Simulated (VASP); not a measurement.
# ZrBr (R-3m) in VASP: single point with LDA

Aim: the single point of ZrBr with LDA.

All numbers are computed with VASP 6.6.1; they aren't measurements. Logs are shortened: lines on timing, memory, paths and dates and some standing lists are left out, and cuts for length are marked.

### Step 1. The cell of the first run

Symmetry: R-3m, No. 166, trigonal system. Conventional cell: a = 3.572 Å, b = 3.572 Å, c = 28.622 Å, α = 90.00°, β = 90.00°, γ = 120.00°. Zr (site symmetry 3m) has 3 Br at 2.79 Å and 9 Zr at 3.19 to 3.57 Å within 3.7 Å. Br (site symmetry 3m) has 3 Zr at 2.79 Å and 6 Br at 3.57 Å within 3.7 Å.

### Step 2. Single point, LDA (26.35 Å³/atom)

File INCAR:

```
SYSTEM = ZrBr
PREC = Accurate
ENCUT = 520
EDIFF = 1E-6
ISMEAR = -1
SIGMA = 0.02
LREAL = .False.
LASPH = .True.
NELM = 60
ALGO = Normal
ISIF = 2
LWAVE = .False.
LCHARG = .False.
GGA = CA
NBANDS = 27
```

File KPOINTS:

```
Automatic mesh
0
Gamma
  10 10 10
  0 0 0
```

File POSCAR:

```
ZrBr
1.0
    1.7859042537      1.0310923016      9.5405171794
   -1.7859042537      1.0310923016      9.5405171794
    0.0000000000     -2.0621846032      9.5405171794
Zr Br
2 2
Direct
    0.2092000000      0.2092000000      0.2092000000
    0.7908000000      0.7908000000      0.7908000000
    0.3917000000      0.3917000000      0.3917000000
    0.6083000000      0.6083000000      0.6083000000
```

Potentials or basis: VASP PAW LDA potentials, release 64 (Zr_sv, Br).

Launch:

```bash
$ cat potpaw_LDA.64/Zr_sv/POTCAR potpaw_LDA.64/Br/POTCAR > POTCAR
$ mpirun -np 1 vasp_std > vasp.out
```

OUTCAR:

```text
SYSTEM = ZrBr
   PREC = Accurate
   ENCUT = 520
   EDIFF = 1E-6
   ISMEAR = -1
   LREAL = .False.
   LASPH = .True.
   NELM = 60
   ISIF = 2
   GGA = CA

 ion  position               nearest neighbor table
   1  0.209  0.209  0.209-   4 2.79   4 2.79   4 2.79   2 3.19   2 3.19   2 3.19
   2  0.791  0.791  0.791-   3 2.79   3 2.79   3 2.79   1 3.19   1 3.19   1 3.19
   3  0.392  0.392  0.392-   2 2.79   2 2.79   2 2.79
   4  0.608  0.608  0.608-   1 2.79   1 2.79   1 2.79

  LATTYP: Found a trigonal (rhomboedric) cell.
 ALAT       =     9.7608438871
 COS(alpha) =     0.9330467589

  Lattice vectors:

 A1 = (   1.7859042537,   1.0310923016,   9.5405171794)
 A2 = (  -1.7859042537,   1.0310923016,   9.5405171794)
 A3 = (   0.0000000000,  -2.0621846032,   9.5405171794)

Analysis of symmetry for initial positions (statically):
=====================================================================
 Subroutine PRICEL returns:
 Original cell was already a primitive cell.

 Routine SETGRP: Setting up the symmetry group for a
 trigonal (rhombohedral) supercell.

 Subroutine GETGRP returns: Found 12 space group operations
 (whereof 12 operations were pure point group operations)
 out of a pool of 12 trial point group operations.

The static configuration has the point symmetry D_3d.

Analysis of symmetry for dynamics (positions and initial velocities):
=====================================================================
 Subroutine PRICEL returns:
 Original cell was already a primitive cell.

 Routine SETGRP: Setting up the symmetry group for a
 trigonal (rhombohedral) supercell.

 Subroutine GETGRP returns: Found 12 space group operations
 (whereof 12 operations were pure point group operations)
 out of a pool of 12 trial point group operations.

The dynamic configuration has the point symmetry D_3d.

 Subroutine INISYM returns: Found 12 space group operations
 (whereof 12 operations are pure point group operations),
 and found     1 'primitive' translations

----------------------------------------------------------------------------------------

                                     Primitive cell

  volume of cell :     105.4093

  direct lattice vectors                    reciprocal lattice vectors
     1.785904254  1.031092302  9.540517179     0.279970216  0.161640880  0.034938707
    -1.785904254  1.031092302  9.540517179    -0.279970216  0.161640880  0.034938707
     0.000000000 -2.062184603  9.540517179     0.000000000 -0.323281759  0.034938707

  length of vectors
     9.760843887  9.760843887  9.760843887     0.325164280  0.325164280  0.325164280

  position of ions in fractional coordinates (direct lattice)
     0.209200000  0.209200000  0.209200000
     0.790800000  0.790800000  0.790800000
     0.391700000  0.391700000  0.391700000
     0.608300000  0.608300000  0.608300000

  ion indices of the primitive-cell ions
   primitive index   ion index
                 1           1
                 2           2
                 3           3
                 4           4

----------------------------------------------------------------------------------------

 KPOINTS: Automatic mesh

Automatic generation of k-mesh.
 Grid dimensions read from file:
 generate k-points for:   10   10   10

 Generating k-lattice:

  Cartesian coordinates                     Fractional coordinates (reciprocal lattice)
     0.027997022  0.016164088  0.003493871     0.100000000  0.000000000 -0.000000000
    -0.027997022  0.016164088  0.003493871     0.000000000  0.100000000 -0.000000000
     0.000000000 -0.032328176  0.003493871    -0.000000000 -0.000000000  0.100000000

  Length of vectors
     0.032516428  0.032516428  0.032516428

  Shift w.r.t. Gamma in fractional coordinates (k-lattice)
     0.000000000  0.000000000  0.000000000

 Subroutine IBZKPT returns following result:
 ===========================================

 Found    116 irreducible k-points:

 Following reciprocal coordinates:
            Coordinates               Weight
  0.000000  0.000000  0.000000      1.000000
  0.100000  0.000000  0.000000      6.000000
  0.200000  0.000000  0.000000      6.000000
  0.300000  0.000000  0.000000      6.000000
  0.400000  0.000000  0.000000      6.000000
  0.500000  0.000000  0.000000      3.000000
[... 16 lines left out ...]
  0.300000  0.300000  0.000000      6.000000
  0.400000  0.300000  0.000000     12.000000
 [... further k-points ...]
   k-points           NKPTS =    116   k-points in BZ     NKDIM =    116   number of bands    NBANDS=     27
   number of dos      NEDOS =    301   number of ions     NIONS =      4
   total plane-waves  NPLWV = 512000
   dimension x,y,z NGX =    80 NGY =   80 NGZ =   80
   dimension x,y,z NGXF=   160 NGYF=  160 NGZF=  160
   ions per type =               2   2
   NGX,Y,Z   is equivalent  to a cutoff of  13.63, 13.63, 13.63 a.u.
   NGXF,Y,Z  is equivalent  to a cutoff of  27.25, 27.25, 27.25 a.u.
 SYSTEM =  ZrBr
   PREC   = accura    normal or accurate (medium, high low for compatibility)
   ISTART =      0    job   : 0-new  1-cont  2-samecut
   ICHARG =      2    charge: 1-file 2-atom 10-const
   ISPIN  =      1    spin polarized calculation?
   LNONCOLLINEAR =      F non collinear calculations
   LSORBIT =      F    spin-orbit coupling
   LASPH  =      T    aspherical Exc in radial PAW
   ENCUT  =  520.0 eV  38.22 Ry    6.18 a.u.  18.15 18.15 18.15*2*pi/ulx,y,z
   NELM   =     60;   NELMIN=  2; NELMDL= -5     # of ELM steps
   EDIFF  = 0.1E-05   stopping-criterion for ELM
   LREAL  =      F    real-space projection
   EDIFFG = 0.1E-04   stopping-criterion for IOM
   NSW    =      0    number of steps for IOM
   IBRION =     -1    ionic relax: 0-MD 1-quasi-New 2-CG
   NFREE  =      0    steps in history (QN), initial steepest desc. (CG)
   ISIF   =      2    stress and relaxation
   ISYM   =      2    0-nonsym 1-usesym 2-fastsym
   POTIM  = 0.5000    time-step for ionic-motion
   TEBEG  =    0.0;   TEEND  =   0.0 temperature during run
   PSTRESS=    0.0 pullay stress
   NELECT =      38.0000    total number of electrons
   NUPDOWN=      -1.0000    fix difference up-down
   EMIN   =  10.00;   EMAX   =-10.00  energy-range for DOS
   EFERMI =   0.00;   METHOD = LEGACY
   ISMEAR =    -1;   SIGMA  =   0.02  broadening in eV -4-tet -1-fermi 0-gaus
   EFERMI_NEDOS =   21; number of points for ismear=-14 and -15
   IALGO  =     38    algorithm
   IMIX   =      4    mixing-type and parameters
     AMIX     =   0.40;   BMIX     =  1.00
     AMIX_MAG =   1.60;   BMIX_MAG =  1.00
  volume/ion in A,a.u.               =      26.35       177.83
  Fermi-wavevector in a.u.,A,eV,Ry     =   1.165135  2.201787 18.470460  1.357541
  Thomas-Fermi vector in A             =   2.301665
   LORBIT       =      0    0 simple, 1 ext, 2 COOP (PROOUT), +10 PAW based schemes
   GGA     = CA    functional components
   LHFCALC =     F    Hartree Fock is set to
   AEXX    =    0.0000 exact exchange contribution
   IVDW    =     0    specifies the selected vdW correction
   LEPSILON=     F    determine dielectric tensor
   LRPA    =     F    only Hartree local field effects (RPA)
 non-spin polarized calculation
  energy-cutoff  :      520.00
  volume of cell :      105.41
 maximum number of plane-waves:      2885
 NGX is ok and might be reduce to    80
   NGX = 37   NGY = 37   NGZ = 37

 number of electron      38.0000000 magnetization

 Free energy of the ion-electron system (eV)
  ---------------------------------------------------
  ext. energy  EPLUGINS =         0.00000000
  ---------------------------------------------------
  free energy    TOTEN  =       -26.84433453 eV

  energy without entropy =      -26.84235130  energy(sigma->0) =      -26.84334292

 E-fermi :   6.0427     XC(G=0):  -9.9920

 val. band max:        6.0398984475   @ k =  -0.3000   0.2000   0.2000
 cond. band min:       6.0437217513   @ k =  -0.3000  -0.3000   0.2000
 fundamental gap:      0.0038233038
 Fermi energy:         6.0427158744

 k-point     1 :       0.0000    0.0000    0.0000
  band No.  band energies     occupation
      1     -43.3558      2.00000
      2     -43.2864      2.00000
      3     -21.7654      2.00000
      4     -21.3745      2.00000
      5     -21.3552      2.00000
      6     -21.3552      2.00000
[... 19 lines left out ...]
     26       8.9128      0.00000
     27       8.9151      0.00000

 k-point     2 :       0.1000    0.0000    0.0000
  band No.  band energies     occupation
      1     -43.3520      2.00000
      2     -43.2855      2.00000
      3     -21.7541      2.00000
      4     -21.4300      2.00000
      5     -21.3643      2.00000
      6     -21.3292      2.00000
[... 19 lines left out ...]
     26       8.5784      0.00000
     27       8.9926      0.00000

 k-point     3 :       0.2000    0.0000    0.0000
  band No.  band energies     occupation
      1     -43.3415      2.00000
      2     -43.2837      2.00000
      3     -21.7259      2.00000
      4     -21.5151      2.00000
      5     -21.3874      2.00000
      6     -21.3599      2.00000
[... 19 lines left out ...]
     26       8.8421      0.00000
     27       9.1555      0.00000

 k-point     4 :       0.3000    0.0000    0.0000
  band No.  band energies     occupation
      1     -43.3275      2.00000
      2     -43.2826      2.00000
      3     -21.6990      2.00000
      4     -21.6031      2.00000
      5     -21.4213      2.00000
      6     -21.4146      2.00000
[... 19 lines left out ...]
     26       9.2879      0.00000
     27       9.4344      0.00000

 k-point     5 :       0.4000    0.0000    0.0000
  band No.  band energies     occupation
      1     -43.3142      2.00000
      2     -43.2836      2.00000
      3     -21.6955      2.00000
      4     -21.6698      2.00000
      5     -21.4371      2.00000
      6     -21.4360      2.00000
[... 19 lines left out ...]
     26       9.3567      0.00000
     27       9.5490      0.00000

 k-point     6 :       0.5000    0.0000    0.0000
  band No.  band energies     occupation
      1     -43.3080      2.00000
      2     -43.2851      2.00000
      3     -21.7004      2.00000
      4     -21.6955      2.00000
      5     -21.4440      2.00000
      6     -21.4216      2.00000
[... 444 lines left out ...]
      1     -43.3081      2.00000
      2     -43.2850      2.00000
      3     -21.6762      2.00000
      4     -21.6430      2.00000
      5     -21.5381      2.00000
      6     -21.3978      2.00000
[... 19 lines left out ...]
     26       9.6139      0.00000
     27      10.2157      0.00000

 k-point    22 :      -0.2000    0.2000    0.0000
  band No.  band energies     occupation
      1     -43.3202      2.00000
      2     -43.2828      2.00000
      3     -21.6852      2.00000
      4     -21.6077      2.00000
      5     -21.5098      2.00000
      6     -21.3713      2.00000
[... 19 lines left out ...]
     26       9.3298      0.00000
     27       9.6540      0.00000

 k-point    23 :       0.3000    0.3000    0.0000
  band No.  band energies     occupation
      1     -43.3275      2.00000
      2     -43.2826      2.00000
      3     -21.6990      2.00000
      4     -21.6031      2.00000
      5     -21.4212      2.00000
      6     -21.4146      2.00000
[... 19 lines left out ...]
     26       9.3399      0.00000
     27       9.8663      0.00000

 k-point    24 :       0.4000    0.3000    0.0000
  band No.  band energies     occupation
      1     -43.3186      2.00000
      2     -43.2829      2.00000
      3     -21.6891      2.00000
      4     -21.6356      2.00000
      5     -21.4789      2.00000
      6     -21.4007      2.00000
[... 19 lines left out ...]
     26       9.2848      0.00000
     27      10.0960      0.00000

 [... further k-points ...]
[... 5 lines left out ...]
  --------------------------------------------------------------------------------------
  -------------------------------------------------------------------------------------
  Total       -4.3762559     -4.3762559     -4.9087149      0.0000000      0.0000000      0.0000000
  in kB      -66.5172690    -66.5172690    -74.6104240      0.0000000      0.0000000      0.0000000
  external PRESSURE =     -69.2149874 kB  Pullay stress =       0.0000000 kB

 VOLUME and BASIS-vectors are now :
 -----------------------------------------------------------------------------
  energy-cutoff  :      520.00
  volume of cell :      105.41
      direct lattice vectors                 reciprocal lattice vectors
     1.785904254  1.031092302  9.540517179     0.279970216  0.161640880  0.034938707
    -1.785904254  1.031092302  9.540517179    -0.279970216  0.161640880  0.034938707
     0.000000000 -2.062184603  9.540517179     0.000000000 -0.323281759  0.034938707

 POSITION                                       TOTAL-FORCE (eV/Angst)
 -----------------------------------------------------------------------------------
      0.00000      0.00000      5.98763         0.000000     -0.000000     -0.432149
      0.00000      0.00000     22.63392         0.000000      0.000000      0.432149
      0.00000      0.00000     11.21106         0.000000      0.000000      0.539571
      0.00000      0.00000     17.41049         0.000000      0.000000     -0.539571
 -----------------------------------------------------------------------------------
    total drift:                               -0.000000     -0.000000      0.000000

  FREE ENERGIE OF THE ION-ELECTRON SYSTEM (eV)
  ---------------------------------------------------
  free  energy   TOTEN  =       -26.8443345313 eV

  energy  without entropy=      -26.8423512992  energy(sigma->0) =      -26.84334292
```

It took 46 min on 1 thread of Intel Xeon Platinum 8488C (Sapphire Rapids), shared host; peak memory 0.84 GiB.

Results:

```yaml
Free_energy: -26.8443 eV
Pressure: -6.9 GPa
Largest_force: 0.540 eV/Å
Band_gap_on_the_k_mesh: zero (bands 19 and 20 overlap by 0.24 eV)
```

Forces in eV/Å, atoms in the order of the input:
```
Zr   0.000  0.000 -0.432
Zr   0.000  0.000  0.432
Br   0.000  0.000  0.540
Br   0.000  0.000 -0.540
```

Stress tensor (GPa, compression positive):
```
-6.65  0.00  0.00
 0.00 -6.65  0.00
 0.00  0.00 -7.46
```

Levels at points of the mesh, in eV from the Fermi level:
```tsv
k point	band 15	band 16	band 17	band 18	band 19	band 20	band 21	band 22	band 23	band 24
(0.00, 0.00, 0.00)	-3.50	-3.50	-2.62	-1.34	0.23	0.23	0.54	0.80	0.80	1.50
(0.50, 0.00, 0.00)	-4.30	-4.23	-1.90	-1.22	-1.10	-0.01	0.92	2.71	2.91	2.98
(0.50, 0.50, 0.00)	-4.37	-4.15	-2.04	-1.08	-1.02	0.01	0.84	2.80	2.91	2.99
(0.50, 0.50, 0.50)	-3.57	-3.57	-1.97	-1.76	0.21	0.21	0.55	0.83	0.83	1.50
```

Caveat: the cell stands under tension.
